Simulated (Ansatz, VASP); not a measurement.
**Two plane-wave programs on Ta**

```
CELL_PARAMETERS angstrom
-1.43110 1.43110 2.24081
1.43110 -1.43110 2.24081
1.43110 1.43110 -2.24081
ATOMIC_POSITIONS crystal
Ta 0.00000 0.00000 0.00000
```

Alike in both runs: task single point; functional PBEsol; k mesh 22 × 22 × 22; occupations gaussian, width 0.15 eV; no spin polarisation.

|  | VASP | Ansatz |
| --- | --- | --- |
| version | VASP 6.6.1 | Ansatz 0.2.0 |
| potentials or method | VASP PAW PBE potentials, release 64 (Ta_pv), cutoff 520 eV | scalar-relativistic, plane waves, PAW |
| valence electrons in the cell | 11 | 13 |

```tsv
	VASP	Ansatz	Ansatz less VASP
gap on the k mesh at the Fermi level (eV)	none	none	-
pressure (GPa)	-2.9	-3.0	-0.09
traceless stress, the component that is largest in VASP (GPa)	5.92	5.91	-0.009
```

VASP's potentials were made for PBE, not for PBEsol, and Ansatz warns of the same on its side. A gap of «none» marks a metal or a gap that the smearing closes. VASP's potentials hold 11 valence electrons a cell and Ansatz's 13, so a difference there can come from the potentials and not from the codes.

Neither program's run includes spin-orbit coupling.
